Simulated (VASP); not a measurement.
Here is a VASP 6.6.1 calculation.

File INCAR:

```
PREC     = Accurate       # precision mode
ENCUT    = 500            # plane-wave cutoff, eV
EDIFF    = 1E-6           # SCF threshold, eV
ISMEAR   = 0              # smearing method
SIGMA    = 0.1            # smearing width, eV
LREAL    = F              # projectors in reciprocal space
LASPH    = T              # aspherical terms in the spheres
NELM     = 200            # most SCF steps
ALGO     = Normal         # electronic algorithm
ISIF     = 2              # what is computed and relaxed
LWAVE    = F              # write WAVECAR
LCHARG   = F              # write CHGCAR
GGA      = PE             # functional
NBANDS   = 26             # bands
GGA_COMPAT= F            
LMAXMIX  = 6              # l up to which the mixer works
```

File KPOINTS:

```
regular mesh
0
Gamma
  4 4 4
```

POSCAR

```
Sm3H2
1.0
    4.8207145612      0.0000000000      0.0000000000
    0.0000000000      4.8207145612      0.0000000000
    0.0000000000      0.0000000000      4.8207145612
Sm H
3 2
Direct
    0.0000000000      0.5000000000      0.5000000000
    0.5000000000      0.0000000000      0.5000000000
    0.5000000000      0.5000000000      0.0000000000
    0.5000000000      0.5000000000      0.5000000000
    0.0000000000      0.0000000000      0.0000000000
```

Potentials or basis: VASP PAW PBE potentials, release 64 (Sm_3, H), 4f in core.

The run is started by

```bash
$ cat potpaw_PBE.64/Sm_3/POTCAR potpaw_PBE.64/H/POTCAR > POTCAR
$ mpirun -np 1 vasp_std > vasp.out
```

Q: Estimate the band gap on the k mesh.

A: Zero (an odd number of electrons rules out a gap without spin polarisation).

Q: Estimate the pressure.

A: 0.2 GPa.

Caveat: spin-orbit coupling is left out, which moves the levels of the heavy elements; the 4f electrons are frozen in the core, so they carry no moment and show no levels. Spin polarisation is off, so any magnetic state and its effect on volume and gap are missing.
